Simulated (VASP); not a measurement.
# SiPb (wurtzite type) (P6_3mc) in VASP: notebook

The runs below take SiPb (wurtzite type) through single point, with PBE.

All numbers are computed with VASP 6.6.1; they aren't measurements. Logs are shortened: lines on timing, memory, paths and dates and some standing lists are left out, and cuts for length are marked.

**1. The cell of the first run**

Symmetry: P6_3mc, No. 186, hexagonal system. The conventional cell has a = 4.429 Å, b = 4.429 Å, c = 7.278 Å, α = 90.00°, β = 90.00°, γ = 120.00°. Within 3.6 Å of Pb (site symmetry 3m) lie 4 Si at 2.71 to 2.73 Å. Within 3.6 Å of Si (site symmetry 3m) lie 4 Pb at 2.71 to 2.73 Å.

**2. Single point, PBE**

File INCAR:

```
SYSTEM = SiPb
  ALGO = Normal
  EDIFF = 1E-7
  ENCUT = 520
  GGA = PE
  ISIF = 2
  ISMEAR = -1
  LASPH = .True.
  LCHARG = .False.
  LREAL = .False.
  LWAVE = .False.
  NBANDS = 26
  NELM = 100
  PREC = Accurate
  SIGMA = 0.03
```

File KPOINTS:

```
k-points
0
Gamma
  10 10 6
  0 0 0
```

File POSCAR:

```
SiPb
1.0
    4.4288261461      0.0000000000      0.0000000000
   -2.2144130731      3.8354759514      0.0000000000
    0.0000000000      0.0000000000      7.2784130397
Pb Si
2 2
Direct
    0.3333333333      0.6666666667      0.0004709186
    0.6666666667      0.3333333333      0.5004709186
    0.3333333333      0.6666666667      0.3755290814
    0.6666666667      0.3333333333      0.8755290814
```

Potentials or basis: VASP PAW PBE potentials, release 64 (Pb_d, Si).

Run with:

```
$ cat potpaw_PBE.64/Pb_d/POTCAR potpaw_PBE.64/Si/POTCAR > POTCAR
$ mpirun -np 1 vasp_std > vasp.out
```

OUTCAR:

```text
SYSTEM = SiPb
   EDIFF = 1E-7
   ENCUT = 520
   GGA = PE
   ISIF = 2
   ISMEAR = -1
   LASPH = .True.
   LREAL = .False.
   NELM = 100
   PREC = Accurate

 ion  position               nearest neighbor table
   1  0.333  0.667  0.000-   4 2.71   4 2.71   4 2.71   3 2.73
   2  0.667  0.333  0.500-   3 2.71   3 2.71   3 2.71   4 2.73
   3  0.333  0.667  0.376-   2 2.71   2 2.71   2 2.71   1 2.73
   4  0.667  0.333  0.876-   1 2.71   1 2.71   1 2.71   2 2.73

  LATTYP: Found a hexagonal cell.
 ALAT       =     4.4288261461
 C/A-ratio  =     1.6434180976

  Lattice vectors:

 A1 = (   4.4288261461,   0.0000000000,   0.0000000000)
 A2 = (  -2.2144130731,   3.8354759514,   0.0000000000)
 A3 = (   0.0000000000,   0.0000000000,   7.2784130397)

Analysis of symmetry for initial positions (statically):
=====================================================================
 Subroutine PRICEL returns:
 Original cell was already a primitive cell.

 Routine SETGRP: Setting up the symmetry group for a
 hexagonal supercell.

 Subroutine GETGRP returns: Found 12 space group operations
 (whereof  6 operations were pure point group operations)
 out of a pool of 24 trial point group operations.

The static configuration has the point symmetry C_3v.
 The point group associated with its full space group is C_6v.

Analysis of symmetry for dynamics (positions and initial velocities):
=====================================================================
 Subroutine PRICEL returns:
 Original cell was already a primitive cell.

 Routine SETGRP: Setting up the symmetry group for a
 hexagonal supercell.

 Subroutine GETGRP returns: Found 12 space group operations
 (whereof  6 operations were pure point group operations)
 out of a pool of 24 trial point group operations.

The dynamic configuration has the point symmetry C_3v.
 The point group associated with its full space group is C_6v.

 Subroutine INISYM returns: Found 12 space group operations
 (whereof  6 operations are pure point group operations),
 and found     1 'primitive' translations

----------------------------------------------------------------------------------------

                                     Primitive cell

  volume of cell :     123.6359

[... 83 lines left out ...]
   PREC   = accura    normal or accurate (medium, high low for compatibility)
   ISTART =      0    job   : 0-new  1-cont  2-samecut
   ICHARG =      2    charge: 1-file 2-atom 10-const
   ISPIN  =      1    spin polarized calculation?
   LNONCOLLINEAR =      F non collinear calculations
   LSORBIT =      F    spin-orbit coupling
   LASPH  =      T    aspherical Exc in radial PAW
   ENCUT  =  520.0 eV  38.22 Ry    6.18 a.u.   8.23  8.23 13.53*2*pi/ulx,y,z
   NELM   =    100;   NELMIN=  2; NELMDL= -5     # of ELM steps
   EDIFF  = 0.1E-06   stopping-criterion for ELM
   LREAL  =      F    real-space projection
   EDIFFG = 0.1E-05   stopping-criterion for IOM
   NSW    =      0    number of steps for IOM
   IBRION =     -1    ionic relax: 0-MD 1-quasi-New 2-CG
   NFREE  =      0    steps in history (QN), initial steepest desc. (CG)
   ISIF   =      2    stress and relaxation
   ISYM   =      2    0-nonsym 1-usesym 2-fastsym
   POTIM  = 0.5000    time-step for ionic-motion
   TEBEG  =    0.0;   TEEND  =   0.0 temperature during run
   PSTRESS=    0.0 pullay stress
   NELECT =      36.0000    total number of electrons
   NUPDOWN=      -1.0000    fix difference up-down
   EMIN   =  10.00;   EMAX   =-10.00  energy-range for DOS
   EFERMI =   0.00;   METHOD = LEGACY
   ISMEAR =    -1;   SIGMA  =   0.03  broadening in eV -4-tet -1-fermi 0-gaus
   EFERMI_NEDOS =   21; number of points for ismear=-14 and -15
   IALGO  =     38    algorithm
   IMIX   =      4    mixing-type and parameters
     AMIX     =   0.40;   BMIX     =  1.00
     AMIX_MAG =   1.60;   BMIX_MAG =  1.00
  volume/ion in A,a.u.               =      30.91       208.58
  Fermi-wavevector in a.u.,A,eV,Ry     =   1.085078  2.050499 16.019410  1.177393
  Thomas-Fermi vector in A             =   2.221183
   LORBIT       =      0    0 simple, 1 ext, 2 COOP (PROOUT), +10 PAW based schemes
   GGA     = PE    functional components
   LHFCALC =     F    Hartree Fock is set to
   AEXX    =    0.0000 exact exchange contribution
   IVDW    =     0    specifies the selected vdW correction
   LEPSILON=     F    determine dielectric tensor
   LRPA    =     F    only Hartree local field effects (RPA)
 non-spin polarized calculation
  energy-cutoff  :      520.00
  volume of cell :      123.64
 maximum number of plane-waves:      3357
 NGX is ok and might be reduce to    36
   NGX = 17   NGY = 17   NGZ = 27

 number of electron      35.9999997 magnetization

 Free energy of the ion-electron system (eV)
  ---------------------------------------------------
  ext. energy  EPLUGINS =         0.00000000
  ---------------------------------------------------
  free energy    TOTEN  =       -16.08927486 eV

  energy without entropy =      -16.08835954  energy(sigma->0) =      -16.08881720

 E-fermi :   4.8394     XC(G=0):  -8.7377

 val. band max:        4.8304200052   @ k =   0.0000   0.0000   0.0000
 cond. band min:       4.8474084913   @ k =   0.0000   0.0000   0.1667
 fundamental gap:      0.0169884861
 Fermi energy:         4.8393521936

 k-point     1 :       0.0000    0.0000    0.0000
  band No.  band energies     occupation
      1     -12.1275      2.00000
      2     -12.1143      2.00000
      3     -12.1122      2.00000
      4     -12.1122      2.00000
      5     -12.1019      2.00000
      6     -12.1019      2.00000
[... 685 lines left out ...]
     25      11.4966      0.00000
     26      11.6228      0.00000

 [... further k-points ...]
[... 5 lines left out ...]
  --------------------------------------------------------------------------------------
  -------------------------------------------------------------------------------------
  Total       -0.0391809     -0.0391809     -0.0458462      0.0000000      0.0000000      0.0000000
  in kB       -0.5077384     -0.5077384     -0.5941137      0.0000000      0.0000000      0.0000000
  external PRESSURE =      -0.5365301 kB  Pullay stress =       0.0000000 kB

 VOLUME and BASIS-vectors are now :
 -----------------------------------------------------------------------------
  energy-cutoff  :      520.00
  volume of cell :      123.64
      direct lattice vectors                 reciprocal lattice vectors
     4.428826146  0.000000000  0.000000000     0.225793465  0.130361918  0.000000000
    -2.214413073  3.835475951  0.000000000     0.000000000  0.260723835  0.000000000
     0.000000000  0.000000000  7.278413040     0.000000000  0.000000000  0.137392587

 POSITION                                       TOTAL-FORCE (eV/Angst)
 -----------------------------------------------------------------------------------
     -0.00000      2.55698      0.00343        -0.000000      0.000000     -0.002892
      2.21441      1.27849      3.64263         0.000000      0.000000     -0.002892
     -0.00000      2.55698      2.73326        -0.000000      0.000000      0.002892
      2.21441      1.27849      6.37246         0.000000      0.000000      0.002892
 -----------------------------------------------------------------------------------
    total drift:                               -0.000000      0.000000     -0.000236

  FREE ENERGIE OF THE ION-ELECTRON SYSTEM (eV)
  ---------------------------------------------------
  free  energy   TOTEN  =       -16.0892748617 eV

  energy  without entropy=      -16.0883595440  energy(sigma->0) =      -16.08881720
```

stdout:

```text
POSCAR found type information on POSCAR PbSi
 POSCAR found :  2 types and       4 ions
 scaLAPACK will be used
 LDA part: xc-table for (Slater+PW92), standard interpolation
 POSCAR, INCAR and KPOINTS ok, starting setup
 FFT: planning ... GRIDC
 FFT: planning ... GRID_SOFT
 FFT: planning ... GRID
 WAVECAR not read
 entering main loop
```

It took 1.8 min on 1 thread of AMD EPYC 9R45 (Zen 5), shared host; peak memory 0.3 GiB.

What came out:

* Free energy: -16.0893 eV
* Pressure: -0.1 GPa
* Band gap on the k mesh: zero (band 18 reaches 4.85 eV, above the bottom of band 19 at 4.59 eV)

Forces on the atoms (eV/Å):
```
Pb   0.000  0.000 -0.003
Pb   0.000  0.000 -0.003
Si   0.000  0.000  0.003
Si   0.000  0.000  0.003
```

Caveat: spin-orbit coupling is left out, which moves the levels of the heavy elements.

**3. Single point, PBE**

File INCAR:

```
  PREC = Accurate
  ENCUT = 520
  EDIFF = 1E-6
  ISMEAR = -1
  SIGMA = 0.03
  LREAL = False
  LASPH = True
  NELM = 100
  ALGO = Normal
  ISIF = 2
  LWAVE = False
  LCHARG = False
  GGA = PE
  NBANDS = 26
```

File KPOINTS:

```
Automatic mesh
0
Gamma
  10 10 6
```

POSCAR is that of step 2.

Potentials or basis: VASP PAW PBE potentials, release 64 (Pb_d, Si).

Run with:

```
$ cat potpaw_PBE.64/Pb_d/POTCAR potpaw_PBE.64/Si/POTCAR > POTCAR
$ mpirun -np 1 vasp_std > vasp.out
```

Wall time 98 s (1 thread of AMD EPYC 9R45 (Zen 5), shared host); peak memory 0.3 GiB.

It converged, with:

```
Free energy            : -16.0893 eV
Pressure               : -0.1 GPa
Band gap on the k mesh : zero (band 18 reaches 4.85 eV, above the bottom of band 19 at 4.59 eV)
```

Forces in eV/Å, atoms in the order of the input:
```
Pb   0.000  0.000 -0.003
Pb   0.000  0.000 -0.003
Si   0.000  0.000  0.003
Si   0.000  0.000  0.003
```

Levels at points of the mesh, in eV from the Fermi level:
```csv
k point,band 15,band 16,band 17,band 18,band 19,band 20,band 21,band 22
"(0.00, 0.00, 0.00)",-1.15,-1.15,-0.54,-0.01,0.14,0.14,2.14,2.14
"(0.50, 0.00, 0.00)",-3.62,-2.45,-2.11,-1.13,0.58,0.98,3.14,3.39
"(0.00, 0.00, 0.50)",-0.63,-0.63,-0.63,-0.63,0.08,0.08,3.02,3.02
"(0.50, 0.00, 0.50)",-2.04,-2.04,-1.90,-1.90,0.35,0.35,2.07,2.07
```

Caveat: spin-orbit coupling is left out, which moves the levels of the heavy elements.
